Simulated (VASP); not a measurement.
# C (I4_1/amd) in VASP: a series of runs

C is run at these levels: PBE, r2SCAN; tasks: single point.

All numbers are computed with VASP 6.6.1; they aren't measurements. Logs are shortened: lines on timing, memory, paths and dates and some standing lists are left out, and cuts for length are marked.

### Step 1. The cell of the first run

The structure is tetragonal, space group I4_1/amd (No. 141). The conventional cell has a = 2.517 Å, b = 2.517 Å, c = 3.399 Å, α = 90.00°, β = 90.00°, γ = 90.00°. C (site symmetry -4m2) has 4 C at 1.52 Å within 2.0 Å.

### Step 2. Single point, PBE (uniaxial x strain -4.5%)

Contents of INCAR:

```
PREC = Accurate
ENCUT = 520
EDIFF = 1E-7
ISMEAR = -1
SIGMA = 0.02
LREAL = False
LASPH = True
NELM = 100
ALGO = Normal
ISIF = 2
LWAVE = False
LCHARG = True
GGA = PE
LELF = True
LVHAR = True
NBANDS = 11
```

Contents of KPOINTS:

```
Automatic mesh
0
Gamma
  12 12 12
```

Contents of POSCAR:

```
C
1.0
    0.0000000000      1.7801241411      1.7801241411
    1.6993065051      0.0000000000      1.7801241411
    1.6993065051      1.7801241411      0.0000000000
C
2
Direct
    0.0000000000      0.0000000000      0.0000000000
    0.2500000000      0.2500000000      0.2500000000
```

Potentials or basis: VASP PAW PBE potentials, release 64 (C).

Launch:

```bash
$ cat potpaw_PBE.64/C/POTCAR > POTCAR
$ mpirun -np 1 vasp_std > vasp.out
```

OUTCAR:

```text
PREC = Accurate
   ENCUT = 520
   EDIFF = 1E-7
   ISMEAR = -1
   LREAL = False
   LASPH = True
   NELM = 100
   ISIF = 2
   GGA = PE

 ion  position               nearest neighbor table
   1  0.000  0.000  0.000-   2 1.52   2 1.52   2 1.52   2 1.52
   2  0.250  0.250  0.250-   1 1.52   1 1.52   1 1.52   1 1.52

  LATTYP: Found a body centered tetragonal cell.
 ALAT       =     2.5174757031
 C/A-ratio  =     1.3500082666

  Lattice vectors:

 A1 = (  -1.6993065051,   0.0000000000,  -1.7801241411)
 A2 = (  -1.6993065051,   0.0000000000,   1.7801241411)
 A3 = (   1.6993065051,   1.7801241411,   0.0000000000)

Analysis of symmetry for initial positions (statically):
=====================================================================
 Subroutine PRICEL returns:
 Original cell was already a primitive cell.

 Routine SETGRP: Setting up the symmetry group for a
 body centered tetragonal supercell.

 Subroutine GETGRP returns: Found 16 space group operations
 (whereof  8 operations were pure point group operations)
 out of a pool of 16 trial point group operations.

The static configuration has the point symmetry D_2d.
 The point group associated with its full space group is D_4h.

Analysis of symmetry for dynamics (positions and initial velocities):
=====================================================================
 Subroutine PRICEL returns:
 Original cell was already a primitive cell.

 Routine SETGRP: Setting up the symmetry group for a
 body centered tetragonal supercell.

 Subroutine GETGRP returns: Found 16 space group operations
 (whereof  8 operations were pure point group operations)
 out of a pool of 16 trial point group operations.

The dynamic configuration has the point symmetry D_2d.
 The point group associated with its full space group is D_4h.

 Subroutine INISYM returns: Found 16 space group operations
 (whereof  8 operations are pure point group operations),
 and found     1 'primitive' translations

----------------------------------------------------------------------------------------

                                     Primitive cell

  volume of cell :      10.7697

  direct lattice vectors                    reciprocal lattice vectors
     0.000000000  1.780124141  1.780124141    -0.294237678  0.280879287  0.280879287
     1.699306505  0.000000000  1.780124141     0.294237678 -0.280879287  0.280879287
     1.699306505  1.780124141  0.000000000     0.294237678  0.280879287 -0.280879287

  length of vectors
     2.517475703  2.460992596  2.460992596     0.494330010  0.494330010  0.494330010

  position of ions in fractional coordinates (direct lattice)
     0.000000000  0.000000000  0.000000000
     0.250000000  0.250000000  0.250000000

  ion indices of the primitive-cell ions
   primitive index   ion index
                 1           1
                 2           2

----------------------------------------------------------------------------------------

 KPOINTS: Automatic mesh

Automatic generation of k-mesh.
 Grid dimensions read from file:
 generate k-points for:   12   12   12

 Generating k-lattice:

  Cartesian coordinates                     Fractional coordinates (reciprocal lattice)
    -0.024519806  0.023406607  0.023406607     0.083333333  0.000000000  0.000000000
     0.024519806 -0.023406607  0.023406607     0.000000000  0.083333333 -0.000000000
     0.024519806  0.023406607 -0.023406607     0.000000000 -0.000000000  0.083333333

  Length of vectors
     0.041194168  0.041194168  0.041194168

  Shift w.r.t. Gamma in fractional coordinates (k-lattice)
     0.000000000  0.000000000  0.000000000

 Subroutine IBZKPT returns following result:
 ===========================================

 Found    163 irreducible k-points:

 Following reciprocal coordinates:
            Coordinates               Weight
  0.000000  0.000000  0.000000      1.000000
  0.083333  0.000000  0.000000      8.000000
  0.166667 -0.000000 -0.000000      8.000000
  0.250000 -0.000000 -0.000000      8.000000
  0.333333  0.000000  0.000000      8.000000
  0.416667 -0.000000 -0.000000      8.000000
[... 16 lines left out ...]
  0.500000  0.166667  0.000000     16.000000
 -0.416667  0.166667  0.000000     16.000000
 [... further k-points ...]
   k-points           NKPTS =    163   k-points in BZ     NKDIM =    163   number of bands    NBANDS=     11
   number of dos      NEDOS =    301   number of ions     NIONS =      2
   total plane-waves  NPLWV =   6480
   dimension x,y,z NGX =    20 NGY =   18 NGZ =   18
   dimension x,y,z NGXF=    40 NGYF=   36 NGZF=   36
   ions per type =               2
   NGX,Y,Z   is equivalent  to a cutoff of  13.21, 12.16, 12.16 a.u.
   NGXF,Y,Z  is equivalent  to a cutoff of  26.41, 24.32, 24.32 a.u.
 SYSTEM =  unknown system
   PREC   = accura    normal or accurate (medium, high low for compatibility)
   ISTART =      0    job   : 0-new  1-cont  2-samecut
   ICHARG =      2    charge: 1-file 2-atom 10-const
   ISPIN  =      1    spin polarized calculation?
   LNONCOLLINEAR =      F non collinear calculations
   LSORBIT =      F    spin-orbit coupling
   LASPH  =      T    aspherical Exc in radial PAW
   ENCUT  =  520.0 eV  38.22 Ry    6.18 a.u.   4.68  4.58  4.58*2*pi/ulx,y,z
   NELM   =    100;   NELMIN=  2; NELMDL= -5     # of ELM steps
   EDIFF  = 0.1E-06   stopping-criterion for ELM
   LREAL  =      F    real-space projection
   EDIFFG = 0.1E-05   stopping-criterion for IOM
   NSW    =      0    number of steps for IOM
   IBRION =     -1    ionic relax: 0-MD 1-quasi-New 2-CG
   NFREE  =      0    steps in history (QN), initial steepest desc. (CG)
   ISIF   =      2    stress and relaxation
   ISYM   =      2    0-nonsym 1-usesym 2-fastsym
   POTIM  = 0.5000    time-step for ionic-motion
   TEBEG  =    0.0;   TEEND  =   0.0 temperature during run
   PSTRESS=    0.0 pullay stress
   NELECT =       8.0000    total number of electrons
   NUPDOWN=      -1.0000    fix difference up-down
   EMIN   =  10.00;   EMAX   =-10.00  energy-range for DOS
   EFERMI =   0.00;   METHOD = LEGACY
   ISMEAR =    -1;   SIGMA  =   0.02  broadening in eV -4-tet -1-fermi 0-gaus
   EFERMI_NEDOS =   21; number of points for ismear=-14 and -15
   IALGO  =     38    algorithm
   IMIX   =      4    mixing-type and parameters
     AMIX     =   0.40;   BMIX     =  1.00
     AMIX_MAG =   1.60;   BMIX_MAG =  1.00
  volume/ion in A,a.u.               =       5.38        36.34
  Fermi-wavevector in a.u.,A,eV,Ry     =   1.482646  2.801794 29.908849  2.198238
  Thomas-Fermi vector in A             =   2.596406
   LORBIT       =      0    0 simple, 1 ext, 2 COOP (PROOUT), +10 PAW based schemes
   GGA     = PE    functional components
   LHFCALC =     F    Hartree Fock is set to
   AEXX    =    0.0000 exact exchange contribution
   IVDW    =     0    specifies the selected vdW correction
   LEPSILON=     F    determine dielectric tensor
   LRPA    =     F    only Hartree local field effects (RPA)
 non-spin polarized calculation
  energy-cutoff  :      520.00
  volume of cell :       10.77
 maximum number of plane-waves:       302
   NGX =  9   NGY =  9   NGZ =  9

 number of electron       8.0000000 magnetization

 Free energy of the ion-electron system (eV)
  ---------------------------------------------------
  ext. energy  EPLUGINS =         0.00000000
  ---------------------------------------------------
  free energy    TOTEN  =       -18.08609216 eV

  energy without entropy =      -18.08609216  energy(sigma->0) =      -18.08609216

 E-fermi :  11.4786     XC(G=0): -13.5164

 val. band max:       10.9589077035   @ k =   0.0000   0.0000   0.0000
 cond. band min:      14.0376398728   @ k =   0.0000   0.3333   0.3333
 fundamental gap:      3.0787321693
 Fermi energy:        11.4785825045

 k-point     1 :       0.0000    0.0000    0.0000
  band No.  band energies     occupation
      1     -11.6889      2.00000
      2      10.2692      2.00000
      3      10.2692      2.00000
      4      10.9589      2.00000
      5      15.8614      0.00000
      6      16.4516      0.00000
      7      16.4516      0.00000
      8      25.0120      0.00000
      9      30.4952      0.00000
     10      36.3732      0.00000
     11      37.7820      0.00000

 k-point     2 :       0.0833    0.0000    0.0000
  band No.  band energies     occupation
      1     -11.4895      2.00000
      2       9.1636      2.00000
      3       9.9159      2.00000
      4      10.4621      2.00000
      5      16.3405      0.00000
      6      16.8817      0.00000
      7      17.1979      0.00000
      8      25.1390      0.00000
      9      30.8200      0.00000
     10      34.4860      0.00000
     11      35.6898      0.00000

 k-point     3 :       0.1667   -0.0000   -0.0000
  band No.  band energies     occupation
      1     -10.8932      2.00000
      2       6.5916      2.00000
      3       9.1421      2.00000
      4       9.7136      2.00000
      5      17.2790      0.00000
      6      17.7880      0.00000
      7      18.4688      0.00000
      8      25.4982      0.00000
      9      31.4689      0.00000
     10      33.0832      0.00000
     11      34.0783      0.00000

 k-point     4 :       0.2500   -0.0000   -0.0000
  band No.  band energies     occupation
      1      -9.9080      2.00000
      2       3.6645      2.00000
      3       8.3358      2.00000
      4       8.9970      2.00000
      5      18.1087      0.00000
      6      18.5591      0.00000
      7      19.5068      0.00000
      8      25.9911      0.00000
      9      31.7939      0.00000
     10      32.9718      0.00000
     11      33.7212      0.00000

 k-point     5 :       0.3333    0.0000    0.0000
  band No.  band energies     occupation
      1      -8.5530      2.00000
      2       0.7836      2.00000
      3       7.6904      2.00000
      4       8.4416      2.00000
      5      18.5748      0.00000
      6      18.9113      0.00000
      7      20.1978      0.00000
      8      26.4257      0.00000
      9      32.0570      0.00000
     10      34.1829      0.00000
     11      34.4711      0.00000
[... 211 lines left out ...]
 k-point    21 :       0.3333    0.1667    0.0000
  band No.  band energies     occupation
      1      -8.8684      2.00000
      2       3.0939      2.00000
      3       6.5073      2.00000
      4       6.8846      2.00000
      5      17.0149      0.00000
      6      21.0244      0.00000
      7      22.3825      0.00000
      8      22.8965      0.00000
      9      31.8799      0.00000
     10      32.7191      0.00000
     11      38.0331      0.00000

 k-point    22 :       0.4167    0.1667    0.0000
  band No.  band energies     occupation
      1      -7.4277      2.00000
      2       0.4565      2.00000
      3       5.7468      2.00000
      4       6.5146      2.00000
      5      17.6530      0.00000
      6      21.2453      0.00000
      7      22.7296      0.00000
      8      23.9259      0.00000
      9      32.0593      0.00000
     10      33.5265      0.00000
     11      38.5441      0.00000

 k-point    23 :       0.5000    0.1667    0.0000
  band No.  band energies     occupation
      1      -5.7528      2.00000
      2      -1.9125      2.00000
      3       5.0193      2.00000
      4       6.5885      2.00000
      5      18.0721      0.00000
      6      21.1182      0.00000
      7      22.7313      0.00000
      8      25.6064      0.00000
      9      31.1432      0.00000
     10      35.0430      0.00000
     11      37.9436      0.00000

 k-point    24 :      -0.4167    0.1667    0.0000
  band No.  band energies     occupation
      1      -5.1641      2.00000
      2      -2.6104      2.00000
      3       4.5363      2.00000
      4       6.9777      2.00000
      5      18.5494      0.00000
      6      20.7455      0.00000
      7      22.5296      0.00000
      8      26.6238      0.00000
      9      30.6564      0.00000
     10      35.4541      0.00000
     11      35.9615      0.00000

 [... further k-points ...]

------------------------ aborting loop because EDIFF is reached ----------------------------------------

  FORCE on cell =-STRESS in cart. coord.  units (eV):
  Direction    XX          YY          ZZ          XY          YZ          ZX
  --------------------------------------------------------------------------------------
  -------------------------------------------------------------------------------------
  Total        3.8123649      0.8955517      0.8955517      0.0000000      0.0000000     -0.0000000
  in kB      567.1562880    133.2290517    133.2290517      0.0000000      0.0000000     -0.0000000
  external PRESSURE =     277.8714638 kB  Pullay stress =       0.0000000 kB

 VOLUME and BASIS-vectors are now :
 -----------------------------------------------------------------------------
  energy-cutoff  :      520.00
  volume of cell :       10.77
      direct lattice vectors                 reciprocal lattice vectors
     0.000000000  1.780124141  1.780124141    -0.294237678  0.280879287  0.280879287
     1.699306505  0.000000000  1.780124141     0.294237678 -0.280879287  0.280879287
     1.699306505  1.780124141  0.000000000     0.294237678  0.280879287 -0.280879287

 POSITION                                       TOTAL-FORCE (eV/Angst)
 -----------------------------------------------------------------------------------
      0.00000      0.00000      0.00000        -0.000000      0.000000      0.000000
      0.84965      0.89006      0.89006         0.000000      0.000000      0.000000
 -----------------------------------------------------------------------------------
    total drift:                                0.000000      0.000000      0.000000

  FREE ENERGIE OF THE ION-ELECTRON SYSTEM (eV)
  ---------------------------------------------------
  free  energy   TOTEN  =       -18.0860921568 eV

  energy  without entropy=      -18.0860921568  energy(sigma->0) =      -18.08609216
```

Wall time 9.8 s (1 thread of AMD EPYC 9R14 (Zen 4), shared host); peak memory 0.09 GiB.

Results:

* Free energy: -18.0861 eV
* Pressure: 27.8 GPa
* Band gap on the k mesh: 3.08 eV, indirect (least direct gap 4.90 eV)

Caveat: the cell differs from its parent crystal (uniaxial x strain -4.5%). A k mesh can miss the band edges.

### Step 3. Single point, r2SCAN (uniaxial x strain -4.5%)

POSCAR is that of step 2.

Contents of INCAR.step1:

```
SYSTEM = C
PREC = Accurate
ENCUT = 520
ISMEAR = 0
SIGMA = 0.01
LREAL = .False.
LASPH = .True.
NELM = 60
NBANDS = 11
GGA = PE
ALGO = Normal
EDIFF = 1E-4
LWAVE = .True.
LCHARG = .False.
```

Contents of INCAR.step2:

```
SYSTEM = C
PREC = Accurate
ENCUT = 520
EDIFF = 1E-6
ISMEAR = 0
SIGMA = 0.01
LREAL = .False.
LASPH = .True.
NELM = 60
ALGO = Normal
ISIF = 2
LWAVE = .False.
LCHARG = .False.
METAGGA = R2SCAN
LMIXTAU = .True.
NBANDS = 11
ISTART = 1
```

Contents of KPOINTS:

```
regular mesh
0
Gamma
  12 12 12
  0 0 0
```

Potentials or basis: VASP PAW PBE potentials, release 64 (C).

Launch:

```bash
$ cat potpaw_PBE.64/C/POTCAR > POTCAR
$ cp INCAR.step1 INCAR
$ mpirun -np 1 vasp_std > vasp.out
$ cp INCAR.step2 INCAR
$ mpirun -np 1 vasp_std > vasp.out
```

OUTCAR:

```text
SYSTEM = C
   PREC = Accurate
   ENCUT = 520
   EDIFF = 1E-6
   ISMEAR = 0
   LREAL = .False.
   LASPH = .True.
   NELM = 60
   ISIF = 2
   METAGGA = R2SCAN
   ISTART = 1

 ion  position               nearest neighbor table
   1  0.000  0.000  0.000-   2 1.52   2 1.52   2 1.52   2 1.52
   2  0.250  0.250  0.250-   1 1.52   1 1.52   1 1.52   1 1.52

  LATTYP: Found a body centered tetragonal cell.
 ALAT       =     2.5174757031
[... 525 lines left out ...]
     11      37.4219      0.00000

 [... further k-points ...]

------------------------ aborting loop because EDIFF is reached ----------------------------------------

  FORCE on cell =-STRESS in cart. coord.  units (eV):
  Direction    XX          YY          ZZ          XY          YZ          ZX
  --------------------------------------------------------------------------------------
  -------------------------------------------------------------------------------------
  Total        3.6867943      0.5947651      0.5947651      0.0000000      0.0000000      0.0000000
  in kB      548.4754525     88.4817594     88.4817594      0.0000000      0.0000000      0.0000000
  external PRESSURE =     241.8129904 kB  Pullay stress =       0.0000000 kB

 VOLUME and BASIS-vectors are now :
 -----------------------------------------------------------------------------
  energy-cutoff  :      520.00
  volume of cell :       10.77
      direct lattice vectors                 reciprocal lattice vectors
     0.000000000  1.780124141  1.780124141    -0.294237678  0.280879287  0.280879287
     1.699306505  0.000000000  1.780124141     0.294237678 -0.280879287  0.280879287
     1.699306505  1.780124141  0.000000000     0.294237678  0.280879287 -0.280879287

 POSITION                                       TOTAL-FORCE (eV/Angst)
 -----------------------------------------------------------------------------------
      0.00000      0.00000      0.00000        -0.000000     -0.000000      0.000000
      0.84965      0.89006      0.89006         0.000000      0.000000      0.000000
 -----------------------------------------------------------------------------------
    total drift:                                0.000000      0.000000      0.000000

  FREE ENERGIE OF THE ION-ELECTRON SYSTEM (eV)
  ---------------------------------------------------
  free  energy   TOTEN  =       -19.5683726411 eV

  energy  without entropy=      -19.5683726411  energy(sigma->0) =      -19.56837264
```

Run time: 42 s. Hardware: 1 thread of AMD EPYC 9R14 (Zen 4), shared host; peak memory 0.1 GiB.

What came out:

```
Free energy            : -19.5684 eV
Pressure               : 24.2 GPa
Band gap on the k mesh : 3.21 eV, indirect (least direct gap 5.10 eV)
```

Stress tensor (GPa, compression positive):
```
54.85  0.00  0.00
 0.00  8.85  0.00
 0.00  0.00  8.85
```

Caveat: the cell differs from its parent crystal (uniaxial x strain -4.5%); the PAW data sets were made with another functional, which shifts forces and pressure a little. A k mesh can miss the band edges.
